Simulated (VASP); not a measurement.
Crystal: VH.

```
V H
1.0
     2.42000    0.00000    0.00000
     0.00000    2.42000    0.00000
     0.00000    0.00000    2.42000
V H
1 1
Direct
  0.00000 0.00000 0.00000
  0.50000 0.50000 0.50000
```

| Property | Result |
| --- | --- |
| Program | VASP 6.6.1 |
| Task | relaxation of cell and atoms |
| Functional | PBEsol |
| Potentials or basis | VASP PAW PBE potentials, release 64 (V_sv, H) |
| Cutoff | 600 eV |
| k mesh | 9 × 9 × 9 |
| Occupations | methfessel-paxton, width 0.1 eV |
| Spin | collinear spin, ferromagnetic start |
| Starting moments | [1.5, 0.0] μB |

At the start: pressure 16.8 GPa; volume 7.09 Å³/atom.

How do energy, volume and symmetry change on relaxing?

Over 3 steps the energy falls by 29.0 meV/atom and the volume is 7.67 Å³/atom (+8.3 %); space group Pm-3m (No. 221, to 0.05 Å); moment 0.00 μB per cell.

The path:
| step | energy change (eV) | largest force (eV/Å) | pressure (GPa) | volume (Å³) |
| --- | --- | --- | --- | --- |
| 1 | 0.0000 | 0.0000 | 16.85 | 14.17 |
| 2 | -0.0520 | 0.0000 | -4.50 | 15.76 |
| 3 | -0.0581 | 0.0000 | -0.02 | 15.34 |

Final structure:
```yaml
crystal:
  lattice:
    - [2.48497, 0.00000, 0.00000]
    - [0.00000, 2.48497, 0.00000]
    - [0.00000, 0.00000, 2.48497]
  atoms:
    - { symbol: V, position: [0.00000, 0.00000, 0.00000] }
    - { symbol: H, position: [0.50000, 0.50000, 0.50000] }
```

Caveat: the PAW data sets were made with another functional, which shifts forces and pressure a little.
